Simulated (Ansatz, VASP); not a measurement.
KZnF3: VASP beside Ansatz

```
Zn K F
1.0
     3.96732    0.00000    0.00000
     0.00000    3.96732    0.00000
     0.00000    0.00000    3.96732
Zn K F
1 1 3
Direct
  0.50000 0.50000 0.50000
  0.00000 0.00000 0.00000
  0.50000 0.00000 0.50000
  0.00000 0.50000 0.50000
  0.50000 0.50000 0.00000
```

Alike in both runs: task single point; functional PBEsol; k mesh 7 × 7 × 7; occupations fermi-dirac, width 0.05 eV; no spin polarisation.

|  | VASP | Ansatz |
| --- | --- | --- |
| version | VASP 6.6.1 | Ansatz 0.2.0 |
| potentials or method | VASP PAW PBE potentials, release 64 (Zn, K_sv, F) | Ansatz PAW |
| plane-wave cutoff (eV) | 520 | 420 |
| valence electrons in the cell | 42 | 42 |

Ansatz gave:

```
gap on the k mesh at the Fermi level (eV) : 4.00
least direct gap on the mesh (eV)         : 6.07
pressure (GPa)                            : 5.9
```

Problem. Estimate VASP's values.

Solution. gap on the k mesh at the Fermi level (eV): 3.91; least direct gap on the mesh (eV): 6.02; pressure (GPa): 6.4.

VASP's potentials were made for PBE, not for PBEsol.

Noted on Ansatz's run: odd divisions of the mesh miss points on the zone boundary, where band edges often lie, so the gap on the mesh can be too wide.
